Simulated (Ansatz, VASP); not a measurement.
Pt: VASP beside Ansatz

POSCAR

```
Pt
1.0
   -1.5842200000      1.5842200000      1.6396677000
    1.5842200000     -1.5842200000      1.6396677000
    1.5842200000      1.5842200000     -1.6396677000
Pt
1
Direct
    0.0000000000      0.0000000000      0.0000000000
```

Contents of INCAR.step1:

```
SYSTEM = Pt
PREC = Accurate
ENCUT = 520
ISMEAR = 0
SIGMA = 0.15
LREAL = .FALSE.
LASPH = .TRUE.
NELM = 80
NBANDS = 11
GGA = PE
ALGO = Normal
EDIFF = 1E-4
LWAVE = .TRUE.
LCHARG = .FALSE.
```

File INCAR.step2:

```
SYSTEM = Pt
PREC = Accurate
ENCUT = 520
EDIFF = 1E-6
ISMEAR = 0
SIGMA = 0.15
LREAL = .FALSE.
LASPH = .TRUE.
NELM = 80
ALGO = Normal
ISIF = 2
LWAVE = .FALSE.
LCHARG = .FALSE.
METAGGA = R2SCAN
LMIXTAU = .TRUE.
NBANDS = 11
ISTART = 1
```

The input KPOINTS:

```
Automatic mesh
0
G
  22 22 22
  0 0 0
```

Input for Ansatz:

```yaml
crystal:
  lattice:
    - [-1.58422, 1.58422, 1.6396677]
    - [1.58422, -1.58422, 1.6396677]
    - [1.58422, 1.58422, -1.6396677]
  atoms:
    - { symbol: Pt, position: [0.0, 0.0, 0.0] }
basis:
  ecutwfc: 500
kpoints:
  mp_grid: { grid: [22, 22, 22] }
hamiltonian:
  xc: r2scan
scf:
  occupations: { method: gaussian, width: 0.15 }
output:
  forces: true
  stress: true
  eigenvalues: true
  write_density: true
  write_potential: true
  elf: true
  volumetric_format: npy
```

Change from the starting cell: strain +0.0350 x Voigt [0, 0, 1, 0, 0, 0], atoms carried along.

Alike in both runs: task single point; functional r2SCAN; k mesh 22 × 22 × 22; occupations gaussian, width 0.15 eV; no spin polarisation.

|  | VASP | Ansatz |
| --- | --- | --- |
| version | VASP 6.6.1 | Ansatz 0.2.0 |
| potentials or method | VASP PAW PBE potentials, release 64 (Pt), cutoff 520 eV | scalar-relativistic, plane waves, PAW |
| valence electrons in the cell | 10 | 18 |

Ansatz gave:

| Item | Value |
| --- | --- |
| gap on the k mesh at the Fermi level (eV) | none |
| pressure (GPa) | -13.5 |
| traceless stress, the component that is largest in VASP (GPa) | 1.59 |

Question: What did VASP give for the same quantities?

Answer: gap on the k mesh at the Fermi level (eV): none; pressure (GPa): -13.1; traceless stress, the component that is largest in VASP (GPa): 1.60.

VASP's potentials were made for PBE, not for r2SCAN. A gap of «none» marks a metal or a gap that the smearing closes. VASP's potentials hold 10 valence electrons a cell and Ansatz's 18, so a difference there can come from the potentials and not from the codes.

Spin-orbit coupling is off throughout.
